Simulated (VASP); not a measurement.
# Re (Pm-3m) in VASP: a series of runs

The runs below take Re through single point, with PBE.

Program: VASP 6.6.1. These are calculated values, not measurements. Logs are shortened: lines on timing, memory, paths and dates and some standing lists are left out, and cuts for length are marked.

### 1 The cell of the first run

It takes space group Pm-3m (No. 221, cubic). The conventional cell has a = 2.578 Å, b = 2.578 Å, c = 2.578 Å, α = 90.00°, β = 90.00°, γ = 90.00°. Re (site symmetry m-3m) has 6 Re at 2.58 Å within 3.4 Å.

### 2 Single point, PBE

INCAR reads:

```
SYSTEM = Re
  ALGO = Normal
  EDIFF = 1E-6
  ENCUT = 520
  GGA = PE
  ISIF = 2
  ISMEAR = -1
  LASPH = .TRUE.
  LCHARG = .TRUE.
  LELF = .TRUE.
  LREAL = .FALSE.
  LVHAR = .TRUE.
  LWAVE = .FALSE.
  NBANDS = 10
  NELM = 80
  PREC = Accurate
  SIGMA = 0.08
```

KPOINTS reads:

```
k-points
0
G
  15 15 15
  0 0 0
```

POSCAR reads:

```
Re
1.0
    2.5782345987      0.0000000000      0.0000000000
    0.0000000000      2.5782345987      0.0000000000
    0.0000000000      0.0000000000      2.5782345987
Re
1
Direct
    0.0000000000      0.0000000000      0.0000000000
```

Potentials or basis: VASP PAW PBE potentials, release 64 (Re).

Run with:

```bash
$ cat potpaw_PBE.64/Re/POTCAR > POTCAR
$ mpirun -np 1 vasp_std > vasp.out
```

OUTCAR:

```text
SYSTEM = Re
   EDIFF = 1E-6
   ENCUT = 520
   GGA = PE
   ISIF = 2
   ISMEAR = -1
   LASPH = .TRUE.
   LREAL = .FALSE.
   NELM = 80
   PREC = Accurate

 ion  position               nearest neighbor table
   1  0.000  0.000  0.000-

  LATTYP: Found a simple cubic cell.
 ALAT       =     2.5782345987

  Lattice vectors:

 A1 = (   2.5782345987,   0.0000000000,   0.0000000000)
 A2 = (   0.0000000000,   2.5782345987,   0.0000000000)
 A3 = (   0.0000000000,   0.0000000000,   2.5782345987)

Analysis of symmetry for initial positions (statically):
=====================================================================
 Subroutine PRICEL returns:
 Original cell was already a primitive cell.

 Routine SETGRP: Setting up the symmetry group for a
 simple cubic supercell.

 Subroutine GETGRP returns: Found 48 space group operations
 (whereof 48 operations were pure point group operations)
 out of a pool of 48 trial point group operations.

The static configuration has the point symmetry O_h .

Analysis of symmetry for dynamics (positions and initial velocities):
=====================================================================
 Subroutine PRICEL returns:
 Original cell was already a primitive cell.

 Routine SETGRP: Setting up the symmetry group for a
 simple cubic supercell.

 Subroutine GETGRP returns: Found 48 space group operations
 (whereof 48 operations were pure point group operations)
 out of a pool of 48 trial point group operations.

The dynamic configuration has the point symmetry O_h .

 Subroutine INISYM returns: Found 48 space group operations
 (whereof 48 operations are pure point group operations),
 and found     1 'primitive' translations

----------------------------------------------------------------------------------------

                                     Primitive cell

  volume of cell :      17.1383

  direct lattice vectors                    reciprocal lattice vectors
     2.578234599  0.000000000  0.000000000     0.387862299  0.000000000  0.000000000
     0.000000000  2.578234599  0.000000000     0.000000000  0.387862299  0.000000000
     0.000000000  0.000000000  2.578234599     0.000000000  0.000000000  0.387862299

  length of vectors
     2.578234599  2.578234599  2.578234599     0.387862299  0.387862299  0.387862299

  position of ions in fractional coordinates (direct lattice)
     0.000000000  0.000000000  0.000000000

  ion indices of the primitive-cell ions
   primitive index   ion index
                 1           1

----------------------------------------------------------------------------------------

 KPOINTS: k-points

Automatic generation of k-mesh.
 Grid dimensions read from file:
 generate k-points for:   15   15   15

 Generating k-lattice:

  Cartesian coordinates                     Fractional coordinates (reciprocal lattice)
     0.025857487  0.000000000  0.000000000     0.066666667  0.000000000  0.000000000
     0.000000000  0.025857487  0.000000000     0.000000000  0.066666667  0.000000000
     0.000000000  0.000000000  0.025857487     0.000000000  0.000000000  0.066666667

  Length of vectors
     0.025857487  0.025857487  0.025857487

  Shift w.r.t. Gamma in fractional coordinates (k-lattice)
     0.000000000  0.000000000  0.000000000

 Subroutine IBZKPT returns following result:
 ===========================================

 Found    120 irreducible k-points:

 Following reciprocal coordinates:
            Coordinates               Weight
  0.000000  0.000000  0.000000      1.000000
  0.066667  0.000000  0.000000      6.000000
  0.133333  0.000000  0.000000      6.000000
  0.200000  0.000000  0.000000      6.000000
  0.266667  0.000000  0.000000      6.000000
  0.333333  0.000000  0.000000      6.000000
[... 16 lines left out ...]
  0.266667  0.200000  0.000000     24.000000
  0.333333  0.200000  0.000000     24.000000
 [... further k-points ...]
   k-points           NKPTS =    120   k-points in BZ     NKDIM =    120   number of bands    NBANDS=     10
   number of dos      NEDOS =    301   number of ions     NIONS =      1
   total plane-waves  NPLWV =   8000
   dimension x,y,z NGX =    20 NGY =   20 NGZ =   20
   dimension x,y,z NGXF=    40 NGYF=   40 NGZF=   40
   ions per type =               1
   NGX,Y,Z   is equivalent  to a cutoff of  12.90, 12.90, 12.90 a.u.
   NGXF,Y,Z  is equivalent  to a cutoff of  25.79, 25.79, 25.79 a.u.
 SYSTEM =  Re
   PREC   = accura    normal or accurate (medium, high low for compatibility)
   ISTART =      0    job   : 0-new  1-cont  2-samecut
   ICHARG =      2    charge: 1-file 2-atom 10-const
   ISPIN  =      1    spin polarized calculation?
   LNONCOLLINEAR =      F non collinear calculations
   LSORBIT =      F    spin-orbit coupling
   LASPH  =      T    aspherical Exc in radial PAW
   ENCUT  =  520.0 eV  38.22 Ry    6.18 a.u.   4.79  4.79  4.79*2*pi/ulx,y,z
   NELM   =     80;   NELMIN=  2; NELMDL= -5     # of ELM steps
   EDIFF  = 0.1E-05   stopping-criterion for ELM
   LREAL  =      F    real-space projection
   EDIFFG = 0.1E-04   stopping-criterion for IOM
   NSW    =      0    number of steps for IOM
   IBRION =     -1    ionic relax: 0-MD 1-quasi-New 2-CG
   NFREE  =      0    steps in history (QN), initial steepest desc. (CG)
   ISIF   =      2    stress and relaxation
   ISYM   =      2    0-nonsym 1-usesym 2-fastsym
   POTIM  = 0.5000    time-step for ionic-motion
   TEBEG  =    0.0;   TEEND  =   0.0 temperature during run
   PSTRESS=    0.0 pullay stress
   NELECT =       7.0000    total number of electrons
   NUPDOWN=      -1.0000    fix difference up-down
   EMIN   =  10.00;   EMAX   =-10.00  energy-range for DOS
   EFERMI =   0.00;   METHOD = LEGACY
   ISMEAR =    -1;   SIGMA  =   0.08  broadening in eV -4-tet -1-fermi 0-gaus
   EFERMI_NEDOS =   21; number of points for ismear=-14 and -15
   IALGO  =     38    algorithm
   IMIX   =      4    mixing-type and parameters
     AMIX     =   0.40;   BMIX     =  1.00
     AMIX_MAG =   1.60;   BMIX_MAG =  1.00
  volume/ion in A,a.u.               =      17.14       115.65
  Fermi-wavevector in a.u.,A,eV,Ry     =   1.214652  2.295359 20.073745  1.475379
  Thomas-Fermi vector in A             =   2.350064
   LORBIT       =      0    0 simple, 1 ext, 2 COOP (PROOUT), +10 PAW based schemes
   GGA     = PE    functional components
   LHFCALC =     F    Hartree Fock is set to
   AEXX    =    0.0000 exact exchange contribution
   IVDW    =     0    specifies the selected vdW correction
   LEPSILON=     F    determine dielectric tensor
   LRPA    =     F    only Hartree local field effects (RPA)
 non-spin polarized calculation
  energy-cutoff  :      520.00
  volume of cell :       17.14
 maximum number of plane-waves:       472
 NGX is ok and might be reduce to    20
   NGX =  9   NGY =  9   NGZ =  9

 number of electron       7.0000001 magnetization

 Free energy of the ion-electron system (eV)
  ---------------------------------------------------
  ext. energy  EPLUGINS =         0.00000000
  ---------------------------------------------------
  free energy    TOTEN  =       -11.06423405 eV

  energy without entropy =      -11.03421622  energy(sigma->0) =      -11.04922514

 E-fermi :   6.7043     XC(G=0): -12.7421

 val. band max:        6.7042557589   @ k =   0.4000   0.3333   0.0667
 cond. band min:       6.7161091913   @ k =   0.4000   0.3333   0.2667
 fundamental gap:      0.0118534324
 Fermi energy:         6.7042665854

 k-point     1 :       0.0000    0.0000    0.0000
  band No.  band energies     occupation
      1      -2.5472      2.00000
      2       1.3129      2.00000
      3       1.3129      2.00000
      4      10.1149      0.00000
      5      10.1149      0.00000
      6      10.1149      0.00000
      7      21.9444      0.00000
      8      21.9444      0.00000
      9      21.9444      0.00000
     10      27.9102      0.00000

 k-point     2 :       0.0667    0.0000    0.0000
  band No.  band energies     occupation
      1      -2.4005      2.00000
      2       1.3487      2.00000
      3       1.4673      2.00000
      4       9.8981      0.00000
      5       9.8981      0.00000
      6      10.1306      0.00000
      7      21.0938      0.00000
      8      22.2525      0.00000
      9      22.2525      0.00000
     10      28.5385      0.00000

 k-point     3 :       0.1333    0.0000    0.0000
  band No.  band energies     occupation
      1      -1.9924      2.00000
      2       1.4517      2.00000
      3       1.9304      2.00000
      4       9.3341      0.00000
      5       9.3341      0.00000
      6      10.1752      0.00000
      7      19.3950      0.00000
      8      23.0805      0.00000
      9      23.0805      0.00000
     10      27.7680      0.00000

 k-point     4 :       0.2000    0.0000    0.0000
  band No.  band energies     occupation
      1      -1.4051      2.00000
      2       1.6081      2.00000
      3       2.6832      2.00000
      4       8.6038      0.00000
      5       8.6038      0.00000
      6      10.2416      0.00000
      7      17.6573      0.00000
      8      24.2237      0.00000
      9      24.2237      0.00000
     10      25.9366      0.00000
[... 222 lines left out ...]
 k-point    22 :       0.2000    0.2000    0.0000
  band No.  band energies     occupation
      1      -0.2901      2.00000
      2       2.4402      2.00000
      3       3.4617      2.00000
      4       7.0008      0.04791
      5       8.6045      0.00000
      6       8.9910      0.00000
      7      19.3898      0.00000
      8      19.6476      0.00000
      9      26.2701      0.00000
     10      26.6288      0.00000

 k-point    23 :       0.2667    0.2000    0.0000
  band No.  band energies     occupation
      1       0.3108      2.00000
      2       2.6902      2.00000
      3       4.1704      2.00000
      4       6.5680      1.69206
      5       8.0423      0.00000
      6       8.9540      0.00000
      7      17.8174      0.00000
      8      20.5123      0.00000
      9      25.5878      0.00000
     10      27.9619      0.00000

 k-point    24 :       0.3333    0.2000    0.0000
  band No.  band energies     occupation
      1       0.8886      2.00000
      2       2.8337      2.00000
      3       4.3679      2.00000
      4       7.0512      0.02582
      5       7.4529      0.00017
      6       9.0407      0.00000
      7      16.4420      0.00000
      8      21.4757      0.00000
      9      24.7633      0.00000
     10      29.2839      0.00000

 [... further k-points ...]
[... 5 lines left out ...]
  --------------------------------------------------------------------------------------
  -------------------------------------------------------------------------------------
  Total       -0.1118790     -0.1118790     -0.1118790      0.0000000      0.0000000      0.0000000
  in kB      -10.4590401    -10.4590401    -10.4590401      0.0000000      0.0000000      0.0000000
  external PRESSURE =     -10.4590401 kB  Pullay stress =       0.0000000 kB

 VOLUME and BASIS-vectors are now :
 -----------------------------------------------------------------------------
  energy-cutoff  :      520.00
  volume of cell :       17.14
      direct lattice vectors                 reciprocal lattice vectors
     2.578234599  0.000000000  0.000000000     0.387862299  0.000000000  0.000000000
     0.000000000  2.578234599  0.000000000     0.000000000  0.387862299  0.000000000
     0.000000000  0.000000000  2.578234599     0.000000000  0.000000000  0.387862299

 POSITION                                       TOTAL-FORCE (eV/Angst)
 -----------------------------------------------------------------------------------
      0.00000      0.00000      0.00000         0.000000      0.000000      0.000000
 -----------------------------------------------------------------------------------
    total drift:                                0.000000      0.000000      0.000000

  FREE ENERGIE OF THE ION-ELECTRON SYSTEM (eV)
  ---------------------------------------------------
  free  energy   TOTEN  =       -11.0642340485 eV

  energy  without entropy=      -11.0342162218  energy(sigma->0) =      -11.04922514
```

Wall time 10 s (1 thread of Intel Xeon Platinum 8375C at 2.90GHz (Ice Lake), shared host); peak memory 0.14 GiB.

Results:

```yaml
Free_energy: -11.0642 eV
Pressure: -1.0 GPa
```

Caveat: spin-orbit coupling is left out, which moves the levels of the heavy elements.

[end of part 1 of 2]
